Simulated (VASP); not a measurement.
Input of a VASP 6.6.1 run:

INCAR

```
SYSTEM = CsC
  PREC = Accurate
  ENCUT = 520
  EDIFF = 1E-6
  ISMEAR = 0
  SIGMA = 0.1
  LREAL = .False.
  LASPH = .True.
  NELM = 150
  ALGO = Normal
  ISIF = 2
  LWAVE = .False.
  LCHARG = .False.
  ISPIN = 2
  MAGMOM = 0 0 0.79 0.79
  LORBIT = 11
  GGA = PE
  NBANDS = 25
```

Contents of KPOINTS:

```
Automatic mesh
0
Gamma
  4 4 4
  0 0 0
```

File POSCAR:

```
CsC
1.0
    2.3175311099     -9.1255193458      0.0000000000
    2.3175311099      9.1255193458      0.0000000000
    0.0000000000      0.0000000000      2.9173219776
Cs C
2 2
Direct
    0.8775661480      0.1224338520      0.7500000000
    0.1224338520      0.8775661480      0.2500000000
    0.5044515565      0.4955484435      0.7500000000
    0.4955484435      0.5044515565      0.2500000000
```

Potentials or basis: VASP PAW PBE potentials, release 64 (Cs_sv, C).

The run is started by

```bash
$ cat potpaw_PBE.64/Cs_sv/POTCAR potpaw_PBE.64/C/POTCAR > POTCAR
$ mpirun -np 1 vasp_std > vasp.out
```

Task: Estimate the site moments.

Result: Cs -0.03; C -0.00 μB.

Task: What does it give for the net moment?

Result: -0.46 μB per cell.

Stress tensor (GPa, compression positive):
```
0.20 0.00 0.00
0.00 0.13 0.00
0.00 0.00 0.78
```

Caveat: the k points lie up to 0.54 Å⁻¹ apart; a moment this small can come from the mesh or the smearing.
